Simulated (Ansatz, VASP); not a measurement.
## Two plane-wave programs on AlGaN2

```
Al Ga N
1.0
     3.14088    0.00000    0.00000
     0.00000    3.14088    0.00000
     0.00000    0.00000    4.42384
Al Ga N
1 1 2
Direct
  0.50000 0.50000 0.50000
  0.00000 0.00000 0.00000
  0.50000 0.00000 0.74505
  0.00000 0.50000 0.25495
```

Change from the starting cell: mode 12 (706.6 1/cm) frozen in, largest displacement -0.030 Å.

Alike in both runs: task single point; functional r2SCAN; k mesh 8 × 8 × 6; occupations gaussian, width 0.05 eV; no spin polarisation.

```csv
,VASP,Ansatz
version,VASP 6.6.1,Ansatz 0.2.0
potentials or method,"VASP PAW PBE potentials, release 64 (Al, Ga_d, N), cutoff 520 eV","scalar-relativistic, plane waves, PAW"
valence electrons in the cell,26,26
```

VASP gave:

| Item | Value |
| --- | --- |
| gap on the k mesh at the Fermi level (eV) | 3.39 |
| least direct gap on the mesh (eV) | 3.39 |
| pressure (GPa) | 0.1 |
| traceless stress, the component that is largest in VASP (GPa) | 0.27 |
| rms of the force components (eV/Å) | 0.317 |

Problem. Estimate Ansatz's values.

Solution. gap on the k mesh at the Fermi level (eV): 3.38; least direct gap on the mesh (eV): 3.38; pressure (GPa): -0.2; traceless stress, the component that is largest in VASP (GPa): 0.23; rms of the force components (eV/Å): 0.278.

VASP's potentials were made for PBE, not for r2SCAN. Atom by atom the forces differ by 0.039 eV/Å (rms over components).
